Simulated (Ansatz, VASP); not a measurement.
**Two plane-wave programs on InSb**

The input INCAR:

```
SYSTEM = InSb
ALGO = Normal
EDIFF = 1E-7
ENCUT = 520
GGA = PS
ISIF = 2
ISMEAR = 0
LASPH = .TRUE.
LCHARG = .FALSE.
LREAL = .FALSE.
LWAVE = .FALSE.
NBANDS = 16
NELM = 80
PREC = Accurate
SIGMA = 0.15
```

Contents of KPOINTS:

```
k-points
0
G
  12 12 12
  0 0 0
```

File POSCAR:

```
InSb
1.0
    0.0000000000      2.9799720000      3.4982280000
    2.9799720000      0.0000000000      3.4982280000
    2.9799720000      2.9799720000      0.0000000000
In Sb
1 1
Direct
    0.0000000000      0.0000000000      0.0000000000
    0.7500000000      0.7500000000      0.7500000000
```

Input for Ansatz:

```yaml
crystal:
  lattice:
    - [0.0, 2.979972, 3.498228]
    - [2.979972, 0.0, 3.498228]
    - [2.979972, 2.979972, 0.0]
  atoms:
    - { symbol: In, position: [0.0, 0.0, 0.0] }
    - { symbol: Sb, position: [0.75, 0.75, 0.75] }
basis:
  ecutwfc: 420
kpoints:
  mp_grid: { grid: [12, 12, 12] }
hamiltonian:
  xc: pbesol
scf:
  occupations: { method: gaussian, width: 0.15 }
output:
  forces: true
  stress: true
  eigenvalues: true
```

Change from the starting cell: strain -0.080 along x and y, +0.080 along z, atoms carried along.

Alike in both runs: task single point; functional PBEsol; k mesh 12 × 12 × 12; occupations gaussian, width 0.15 eV; no spin polarisation.

|  | VASP | Ansatz |
| --- | --- | --- |
| version | VASP 6.6.1 | Ansatz 0.2.0 |
| potentials or method | VASP PAW PBE potentials, release 64 (In_d, Sb), cutoff 520 eV | scalar-relativistic, plane waves, PAW |
| valence electrons in the cell | 18 | 28 |

|  | VASP | Ansatz | Ansatz less VASP |
| --- | --- | --- | --- |
| gap on the k mesh at the Fermi level (eV) | none | none | - |
| pressure (GPa) | 5.6 | 5.6 | -0.04 |
| traceless stress, the component that is largest in VASP (GPa) | -3.73 | -3.73 | +0.003 |

VASP's potentials were made for PBE, not for PBEsol. A gap of «none» marks a metal or a gap that the smearing closes. VASP's potentials hold 18 valence electrons a cell and Ansatz's 28, so a difference there can come from the potentials and not from the codes.

Neither program's run includes spin-orbit coupling.
